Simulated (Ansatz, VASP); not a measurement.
**LiF in VASP and in Ansatz**

Contents of POSCAR:

```
LiF
1.0
    2.4571516800      0.0000000000      0.0000000000
    0.0000000000      2.4571516800      0.0000000000
    0.0000000000      0.0000000000      2.5595330000
Li F
1 1
Direct
    0.0000000000      0.0000000000      0.0000000000
    0.5000000000      0.5000000000      0.5000000000
```

INCAR.step1

```
PREC = Accurate ; ENCUT = 520
ISMEAR = 0 ; SIGMA = 0.05
LREAL = F ; LASPH = T
NELM = 80 ; NBANDS = 12
GGA = PE ; ALGO = Normal
EDIFF = 1E-4 ; LWAVE = T
LCHARG = F
```

The input INCAR.step2:

```
PREC = Accurate ; ENCUT = 520
EDIFF = 1E-7 ; ISMEAR = 0
SIGMA = 0.05 ; LREAL = F
LASPH = T ; NELM = 80
ALGO = Normal ; ISIF = 2
LWAVE = F ; LCHARG = F
METAGGA = R2SCAN ; LMIXTAU = T
NBANDS = 12 ; ISTART = 1
```

File KPOINTS:

```
regular mesh
0
Gamma
  10 10 10
```

Input for Ansatz:

```yaml
crystal:
  lattice:
    - [2.45715168, 0.0, 0.0]
    - [0.0, 2.45715168, 0.0]
    - [0.0, 0.0, 2.559533]
  atoms:
    - { symbol: Li, position: [0.0, 0.0, 0.0] }
    - { symbol: F, position: [0.5, 0.5, 0.5] }
basis:
  ecutwfc: 500
kpoints:
  mp_grid: { grid: [10, 10, 10] }
hamiltonian:
  xc: r2scan
scf:
  occupations: { method: gaussian, width: 0.05 }
output:
  forces: true
  stress: true
  eigenvalues: true
```

Change from the starting cell: strain -0.040 along x and y, +0.000 along z, atoms carried along.

Alike in both runs: task single point; functional r2SCAN; k mesh 10 × 10 × 10; occupations gaussian, width 0.05 eV; no spin polarisation.

|  | VASP | Ansatz |
| --- | --- | --- |
| version | VASP 6.6.1 | Ansatz 0.2.0 |
| potentials or method | VASP PAW PBE potentials, release 64 (Li_sv, F), cutoff 520 eV | scalar-relativistic, plane waves, PAW |
| valence electrons in the cell | 10 | 10 |

|  | VASP | Ansatz | Ansatz less VASP |
| --- | --- | --- | --- |
| gap on the k mesh at the Fermi level (eV) | 9.29 | 9.06 | -0.230 |
| least direct gap on the mesh (eV) | 10.00 | 9.77 | -0.235 |

VASP's potentials were made for PBE, not for r2SCAN.

Noted on VASP's run: the cutoff is short for stress, so the pressure is rough.
